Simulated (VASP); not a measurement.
# K2SiB2 (Cmmm) in VASP: further runs

The runs below take K2SiB2 through single point, with PBE.

Program: VASP 6.6.1. These are calculated values, not measurements. Logs are shortened: lines on timing, memory, paths and dates and some standing lists are left out, and cuts for length are marked.

### 1 The cell of the first run

Symmetry: Cmmm, No. 65, orthorhombic system. Conventional cell: a = 3.937 Å, b = 14.475 Å, c = 3.816 Å, α = 90.00°, β = 90.00°, γ = 90.00°. Within 4.0 Å of K (site symmetry m2m) lie 6 B at 2.90 to 3.03 Å and 4 Si at 3.38 Å and 7 K at 3.82 to 3.95 Å. Si (site symmetry mmm) has 2 B at 2.91 Å and 8 K at 3.38 Å and 4 Si at 3.82 to 3.94 Å within 4.0 Å. Within 3.2 Å of B (site symmetry m2m) lie 2 B at 2.42 Å and 6 K at 2.90 to 3.03 Å and 1 Si at 2.91 Å.

The cell was built from a structure type or drawn by symmetry, and may not be a known phase.

### 2 Single point, PBE

Input file INCAR:

```
ALGO     = Normal         # electronic algorithm
EDIFF    = 1E-6           # SCF threshold, eV
ENCUT    = 520            # plane-wave cutoff, eV
GGA      = PE             # functional
ISIF     = 2              # what is computed and relaxed
ISMEAR   = 0              # smearing method
LASPH    = T              # aspherical terms in the spheres
LCHARG   = F              # write CHGCAR
LREAL    = F              # projectors in reciprocal space
LWAVE    = F              # write WAVECAR
NBANDS   = 22             # bands
NELM     = 80             # most SCF steps
PREC     = Accurate       # precision mode
SIGMA    = 0.1            # smearing width, eV
```

Input file KPOINTS:

```
k-points
0
Gamma
  4 4 4
```

Input file POSCAR:

```
K2SiB2
1.0
    1.9684085700     -7.2377031900      0.0000000000
    1.9684085700      7.2377031900      0.0000000000
    0.0000000000      0.0000000000      3.8162467700
K Si B
2 1 2
Direct
    0.3634366800      0.6365633200      0.5000000000
    0.6365633200      0.3634366800      0.5000000000
    0.0000000000      0.0000000000      0.0000000000
    0.2010860400      0.7989139600      0.0000000000
    0.7989139600      0.2010860400      0.0000000000
```

Potentials or basis: VASP PAW PBE potentials, release 64 (K_sv, Si, B).

Started as:

```sh
$ cat potpaw_PBE.64/K_sv/POTCAR potpaw_PBE.64/Si/POTCAR potpaw_PBE.64/B/POTCAR > POTCAR
$ mpirun -np 1 vasp_std > vasp.out
```

OUTCAR:

```text
EDIFF = 1E-6
   ENCUT = 520
   GGA = PE
   ISIF = 2
   ISMEAR = 0
   LASPH = T
   LREAL = F
   NELM = 80
   PREC = Accurate

 ion  position               nearest neighbor table
   1  0.363  0.637  0.500-   5 2.90   5 2.90   5 2.90   5 2.90   3 3.38   3 3.38   3 3.38   3 3.38

   2  0.637  0.363  0.500-   4 2.90   4 2.90   4 2.90   4 2.90   3 3.38   3 3.38   3 3.38   3 3.38

   3  0.000  0.000  0.000-   2 3.38   2 3.38   1 3.38   1 3.38   2 3.38   2 3.38   1 3.38   1 3.38

   4  0.201  0.799  0.000-   2 2.90   2 2.90   2 2.90   2 2.90
   5  0.799  0.201  0.000-   1 2.90   1 2.90   1 2.90   1 2.90

  LATTYP: Found a base centered orthorhombic cell.
 ALAT       =     3.9368171400
 B/A-ratio  =     3.6769313548
 C/A-ratio  =     0.9693736423

  Lattice vectors:

 A1 = (   1.9684085700,  -7.2377031900,   0.0000000000)
 A2 = (   1.9684085700,   7.2377031900,   0.0000000000)
 A3 = (   0.0000000000,   0.0000000000,   3.8162467700)

Analysis of symmetry for initial positions (statically):
=====================================================================
 Subroutine PRICEL returns:
 Original cell was already a primitive cell.

 Routine SETGRP: Setting up the symmetry group for a
 base centered orthorhombic supercell.

 Subroutine GETGRP returns: Found  8 space group operations
 (whereof  8 operations were pure point group operations)
 out of a pool of  8 trial point group operations.

The static configuration has the point symmetry D_2h.

Analysis of symmetry for dynamics (positions and initial velocities):
=====================================================================
 Subroutine PRICEL returns:
 Original cell was already a primitive cell.

 Routine SETGRP: Setting up the symmetry group for a
 base centered orthorhombic supercell.

 Subroutine GETGRP returns: Found  8 space group operations
 (whereof  8 operations were pure point group operations)
 out of a pool of  8 trial point group operations.

The dynamic configuration has the point symmetry D_2h.

 Subroutine INISYM returns: Found  8 space group operations
 (whereof  8 operations are pure point group operations),
 and found     1 'primitive' translations

----------------------------------------------------------------------------------------

                                     Primitive cell

  volume of cell :     108.7383

  direct lattice vectors                    reciprocal lattice vectors
     1.968408570 -7.237703190  0.000000000     0.254012306 -0.069082689  0.000000000
     1.968408570  7.237703190  0.000000000     0.254012306  0.069082689  0.000000000
     0.000000000  0.000000000  3.816246770     0.000000000  0.000000000  0.262037562

  length of vectors
     7.500598627  7.500598627  3.816246770     0.263238807  0.263238807  0.262037562

  position of ions in fractional coordinates (direct lattice)
     0.363436680  0.636563320  0.500000000
     0.636563320  0.363436680  0.500000000
     0.000000000  0.000000000  0.000000000
     0.201086040  0.798913960  0.000000000
     0.798913960  0.201086040  0.000000000

  ion indices of the primitive-cell ions
   primitive index   ion index
                 1           1
                 2           2
                 3           3
                 4           4
                 5           5

----------------------------------------------------------------------------------------

 KPOINTS: k-points

Automatic generation of k-mesh.
 Grid dimensions read from file:
 generate k-points for:    4    4    4

 Generating k-lattice:

  Cartesian coordinates                     Fractional coordinates (reciprocal lattice)
     0.063503076 -0.017270672  0.000000000     0.250000000  0.000000000  0.000000000
     0.063503076  0.017270672  0.000000000     0.000000000  0.250000000  0.000000000
     0.000000000  0.000000000  0.065509391     0.000000000  0.000000000  0.250000000

  Length of vectors
     0.065809702  0.065809702  0.065509391

  Shift w.r.t. Gamma in fractional coordinates (k-lattice)
     0.000000000  0.000000000  0.000000000

 Subroutine IBZKPT returns following result:
 ===========================================

 Found     21 irreducible k-points:

 Following reciprocal coordinates:
            Coordinates               Weight
  0.000000  0.000000  0.000000      1.000000
  0.250000  0.000000  0.000000      4.000000
  0.500000  0.000000  0.000000      2.000000
  0.250000  0.250000  0.000000      2.000000
  0.500000  0.250000  0.000000      4.000000
 -0.250000  0.250000  0.000000      2.000000
[... 13 lines left out ...]
 -0.250000  0.250000  0.500000      2.000000
  0.500000  0.500000  0.500000      1.000000
   k-points           NKPTS =     21   k-points in BZ     NKDIM =     21   number of bands    NBANDS=     22
   number of dos      NEDOS =    301   number of ions     NIONS =      5
   total plane-waves  NPLWV =  87808
   dimension x,y,z NGX =    56 NGY =   56 NGZ =   28
   dimension x,y,z NGXF=   112 NGYF=  112 NGZF=   56
   ions per type =               2   1   2
   NGX,Y,Z   is equivalent  to a cutoff of  12.41, 12.41, 12.20 a.u.
   NGXF,Y,Z  is equivalent  to a cutoff of  24.82, 24.82, 24.40 a.u.
 SYSTEM =  unknown system
   PREC   = accura    normal or accurate (medium, high low for compatibility)
   ISTART =      0    job   : 0-new  1-cont  2-samecut
   ICHARG =      2    charge: 1-file 2-atom 10-const
   ISPIN  =      1    spin polarized calculation?
   LNONCOLLINEAR =      F non collinear calculations
   LSORBIT =      F    spin-orbit coupling
   LASPH  =      T    aspherical Exc in radial PAW
   ENCUT  =  520.0 eV  38.22 Ry    6.18 a.u.  13.95 13.95  7.10*2*pi/ulx,y,z
   NELM   =     80;   NELMIN=  2; NELMDL= -5     # of ELM steps
   EDIFF  = 0.1E-05   stopping-criterion for ELM
   LREAL  =      F    real-space projection
   EDIFFG = 0.1E-04   stopping-criterion for IOM
   NSW    =      0    number of steps for IOM
   IBRION =     -1    ionic relax: 0-MD 1-quasi-New 2-CG
   NFREE  =      0    steps in history (QN), initial steepest desc. (CG)
   ISIF   =      2    stress and relaxation
   ISYM   =      2    0-nonsym 1-usesym 2-fastsym
   POTIM  = 0.5000    time-step for ionic-motion
   TEBEG  =    0.0;   TEEND  =   0.0 temperature during run
   PSTRESS=    0.0 pullay stress
   NELECT =      28.0000    total number of electrons
   NUPDOWN=      -1.0000    fix difference up-down
   EMIN   =  10.00;   EMAX   =-10.00  energy-range for DOS
   EFERMI =   0.00;   METHOD = LEGACY
   ISMEAR =     0;   SIGMA  =   0.10  broadening in eV -4-tet -1-fermi 0-gaus
   EFERMI_NEDOS =   21; number of points for ismear=-14 and -15
   IALGO  =     38    algorithm
   IMIX   =      4    mixing-type and parameters
     AMIX     =   0.40;   BMIX     =  1.00
     AMIX_MAG =   1.60;   BMIX_MAG =  1.00
  volume/ion in A,a.u.               =      21.75       146.76
  Fermi-wavevector in a.u.,A,eV,Ry     =   1.041518  1.968183 14.759046  1.084759
  Thomas-Fermi vector in A             =   2.176142
   LORBIT       =      0    0 simple, 1 ext, 2 COOP (PROOUT), +10 PAW based schemes
   GGA     = PE    functional components
   LHFCALC =     F    Hartree Fock is set to
   AEXX    =    0.0000 exact exchange contribution
   IVDW    =     0    specifies the selected vdW correction
   LEPSILON=     F    determine dielectric tensor
   LRPA    =     F    only Hartree local field effects (RPA)
 non-spin polarized calculation
 Gauss-broadening in eV      SIGMA  =   0.10
  energy-cutoff  :      520.00
  volume of cell :      108.74
 maximum number of plane-waves:      2948
   NGX = 27   NGY = 27   NGZ = 15

 number of electron      28.0000001 magnetization

 Free energy of the ion-electron system (eV)
  ---------------------------------------------------
  ext. energy  EPLUGINS =         0.00000000
  ---------------------------------------------------
  free energy    TOTEN  =       -13.32241765 eV

  energy without entropy =      -13.29860767  energy(sigma->0) =      -13.31051266

 E-fermi :   1.7958     XC(G=0):  -8.8790

 val. band max:        1.7732095640   @ k =   0.5000   0.2500   0.2500
 cond. band min:       1.8141065503   @ k =   0.5000   0.0000   0.5000
 fundamental gap:      0.0408969862
 Fermi energy:         1.7957529875

 k-point     1 :       0.0000    0.0000    0.0000
  band No.  band energies     occupation
      1     -27.7362      2.00000
      2     -27.7050      2.00000
      3     -11.6134      2.00000
      4     -11.2567      2.00000
      5     -11.2072      2.00000
      6     -11.1905      2.00000
[... 14 lines left out ...]
     21       6.5619      0.00000
     22       7.2372      0.00000

 k-point     2 :       0.2500    0.0000    0.0000
  band No.  band energies     occupation
      1     -27.7233      2.00000
      2     -27.7007      2.00000
      3     -11.5589      2.00000
      4     -11.4377      2.00000
      5     -11.3593      2.00000
      6     -11.1927      2.00000
[... 14 lines left out ...]
     21       7.0098      0.00000
     22       7.6818      0.00000

 k-point     3 :       0.5000    0.0000    0.0000
  band No.  band energies     occupation
      1     -27.7070      2.00000
      2     -27.6998      2.00000
      3     -11.6222      2.00000
      4     -11.5975      2.00000
      5     -11.3448      2.00000
      6     -11.2501      2.00000
[... 14 lines left out ...]
     21       8.2378      0.00000
     22       8.5173      0.00000
[... 401 lines left out ...]
 k-point    20 :      -0.2500    0.2500    0.5000
  band No.  band energies     occupation
      1     -27.7086      2.00000
      2     -27.6854      2.00000
      3     -11.6417      2.00000
      4     -11.4964      2.00000
      5     -11.4431      2.00000
      6     -11.2100      2.00000
[... 14 lines left out ...]
     21       7.0738      0.00000
     22       8.0941      0.00000

 k-point    21 :       0.5000    0.5000    0.5000
  band No.  band energies     occupation
      1     -27.7044      2.00000
      2     -27.6895      2.00000
      3     -11.6164      2.00000
      4     -11.5227      2.00000
      5     -11.3735      2.00000
      6     -11.2611      2.00000
[... 14 lines left out ...]
     21       6.8393      0.00000
     22       7.9726      0.00000

------------------------ aborting loop because EDIFF is reached ----------------------------------------

  FORCE on cell =-STRESS in cart. coord.  units (eV):
  Direction    XX          YY          ZZ          XY          YZ          ZX
  --------------------------------------------------------------------------------------
  -------------------------------------------------------------------------------------
  Total       -0.8752914     -5.7654314      3.4855581     -0.0000000      0.0000000      0.0000000
  in kB      -12.8967645    -84.9493239     51.3570940     -0.0000000      0.0000000      0.0000000
  external PRESSURE =     -15.4963314 kB  Pullay stress =       0.0000000 kB

 VOLUME and BASIS-vectors are now :
 -----------------------------------------------------------------------------
  energy-cutoff  :      520.00
  volume of cell :      108.74
      direct lattice vectors                 reciprocal lattice vectors
     1.968408570 -7.237703190  0.000000000     0.254012306 -0.069082689  0.000000000
     1.968408570  7.237703190  0.000000000     0.254012306  0.069082689  0.000000000
     0.000000000  0.000000000  3.816246770     0.000000000  0.000000000  0.262037562

 POSITION                                       TOTAL-FORCE (eV/Angst)
 -----------------------------------------------------------------------------------
      1.96841      1.97681      1.90812         0.000000     -0.563740      0.000000
      1.96841     -1.97681      1.90812         0.000000      0.563740     -0.000000
      0.00000      0.00000      0.00000         0.000000      0.000000      0.000000
      1.96841      4.32690      0.00000         0.000000     -1.956183      0.000000
      1.96841     -4.32690      0.00000         0.000000      1.956183      0.000000
 -----------------------------------------------------------------------------------
    total drift:                                0.000000     -0.000000      0.000000

  FREE ENERGIE OF THE ION-ELECTRON SYSTEM (eV)
  ---------------------------------------------------
  free  energy   TOTEN  =       -13.3224176461 eV

  energy  without entropy=      -13.2986076679  energy(sigma->0) =      -13.31051266
```

Run time: 2 min. Hardware: 1 thread of Oxide Virtual Turin-like, shared host; peak memory 0.25 GiB.

Results:

```yaml
Free_energy: -13.3224 eV
Pressure: -1.5 GPa
Largest_force: 1.956 eV/Å
Band_gap_on_the_k_mesh: zero (bands 14 and 15 overlap by 1.35 eV)
```

Forces in eV/Å, atoms in the order of the input:
```
K    0.000 -0.564  0.000
K    0.000  0.564  0.000
Si   0.000  0.000  0.000
B    0.000 -1.956  0.000
B    0.000  1.956  0.000
```

Caveat: the k points lie up to 0.41 Å⁻¹ apart, too coarse for converged energies and pressures of a metal; forces of over 1 eV/Å act on the atoms, so gaps and moduli don't describe the material at rest.

### 3 Single point, PBE

This run uses another cell than the first one, of 24.89 Å³/atom.

INCAR, as its differences from that of step 2:

```diff
@@ -7,7 +7,9 @@
 LASPH    = T              # aspherical terms in the spheres
-LCHARG   = F              # write CHGCAR
+LCHARG   = T              # write CHGCAR
+LELF     = T              # ELF
 LREAL    = F              # projectors in reciprocal space
+LVHAR    = T            
 LWAVE    = F              # write WAVECAR
 NBANDS   = 22             # bands
-NELM     = 80             # most SCF steps
+NELM     = 100            # most SCF steps
 PREC     = Accurate       # precision mode
```

KPOINTS is that of step 2.

Input file POSCAR:

```
K2SiB2
1.0
    1.5200299254     -9.5436207382      0.0000000000
    1.5200299254      9.5436207382      0.0000000000
    0.0000000000      0.0000000000      4.2895140749
K Si B
2 1 2
Direct
    0.3676633249      0.6323366751      0.5000000000
    0.6323366751      0.3676633249      0.5000000000
    0.0000000000      0.0000000000      0.0000000000
    0.2489029057      0.7510970943      0.0000000000
    0.7510970943      0.2489029057      0.0000000000
```

Potentials or basis: VASP PAW PBE potentials, release 64 (K_sv, Si, B).

Started as:

```sh
$ cat potpaw_PBE.64/K_sv/POTCAR potpaw_PBE.64/Si/POTCAR potpaw_PBE.64/B/POTCAR > POTCAR
$ mpirun -np 1 vasp_std > vasp.out
```

OUTCAR:

```text
EDIFF = 1E-6
   ENCUT = 520
   GGA = PE
   ISIF = 2
   ISMEAR = 0
   LASPH = T
   LREAL = F
   NELM = 100
   PREC = Accurate

 ion  position               nearest neighbor table
   1  0.368  0.632  0.500-
   2  0.632  0.368  0.500-
   3  0.000  0.000  0.000-
   4  0.249  0.751  0.000-   5 1.52   5 1.52
   5  0.751  0.249  0.000-   4 1.52   4 1.52

  LATTYP: Found a base centered orthorhombic cell.
 ALAT       =     3.0400598508
 B/A-ratio  =     6.2785742430
 C/A-ratio  =     1.4109965874

  Lattice vectors:

 A1 = (   1.5200299254,  -9.5436207382,   0.0000000000)
 A2 = (   1.5200299254,   9.5436207382,   0.0000000000)
 A3 = (   0.0000000000,   0.0000000000,   4.2895140749)

Analysis of symmetry for initial positions (statically):
=====================================================================
[... 169 lines left out ...]
  ---------------------------------------------------
  free energy    TOTEN  =       -18.66790300 eV

  energy without entropy =      -18.65530116  energy(sigma->0) =      -18.66160208

 E-fermi :   1.2517     XC(G=0):  -8.0931

 val. band max:        1.2441676093   @ k =   0.2500   0.0000   0.5000
 cond. band min:       1.5412828947   @ k =   0.2500   0.2500   0.5000
 fundamental gap:      0.2971152854
 Fermi energy:         1.2516558471

 k-point     1 :       0.0000    0.0000    0.0000
  band No.  band energies     occupation
      1     -29.6212      2.00000
      2     -29.6195      2.00000
      3     -13.0894      2.00000
      4     -13.0109      2.00000
      5     -13.0049      2.00000
      6     -12.9968      2.00000
[... 514 lines left out ...]
     21       7.2811      0.00000
     22       8.1804      0.00000

------------------------ aborting loop because EDIFF is reached ----------------------------------------

  FORCE on cell =-STRESS in cart. coord.  units (eV):
  Direction    XX          YY          ZZ          XY          YZ          ZX
  --------------------------------------------------------------------------------------
  -------------------------------------------------------------------------------------
  Total        0.0807844      0.1027057      0.0588115      0.0000000      0.0000000      0.0000000
  in kB        1.0400037      1.3222133      0.7571284      0.0000000      0.0000000      0.0000000
  external PRESSURE =       1.0397818 kB  Pullay stress =       0.0000000 kB

 VOLUME and BASIS-vectors are now :
 -----------------------------------------------------------------------------
  energy-cutoff  :      520.00
  volume of cell :      124.45
      direct lattice vectors                 reciprocal lattice vectors
     1.520029925 -9.543620738  0.000000000     0.328940892 -0.052391017  0.000000000
     1.520029925  9.543620738  0.000000000     0.328940892  0.052391017  0.000000000
     0.000000000  0.000000000  4.289514075     0.000000000  0.000000000  0.233126639

 POSITION                                       TOTAL-FORCE (eV/Angst)
 -----------------------------------------------------------------------------------
      1.52003      2.52594      2.14476         0.000000      0.025259      0.000000
      1.52003     -2.52594      2.14476         0.000000     -0.025259      0.000000
      0.00000      0.00000      0.00000         0.000000      0.000000      0.000000
      1.52003      4.79275      0.00000         0.000000     -0.000373      0.000000
      1.52003     -4.79275      0.00000         0.000000      0.000373      0.000000
 -----------------------------------------------------------------------------------
    total drift:                                0.000000      0.000000     -0.000000

  FREE ENERGIE OF THE ION-ELECTRON SYSTEM (eV)
  ---------------------------------------------------
  free  energy   TOTEN  =       -18.6679029982 eV

  energy  without entropy=      -18.6553011610  energy(sigma->0) =      -18.66160208
```

Wall time 3.7 min (1 thread of Oxide Virtual Turin-like, shared host); peak memory 0.39 GiB.

What came out:

```
Free energy            : -18.6679 eV
Pressure               : 0.1 GPa
Largest force          : 0.025 eV/Å
Band gap on the k mesh : zero (bands 14 and 15 overlap by 2.22 eV)
```

Forces in eV/Å, atoms in the order of the input:
```
K    0.000  0.025  0.000
K    0.000 -0.025  0.000
Si   0.000  0.000  0.000
B    0.000  0.000  0.000
B    0.000  0.000  0.000
```

Caveat: the k points lie up to 0.52 Å⁻¹ apart, too coarse for converged energies and pressures of a metal.
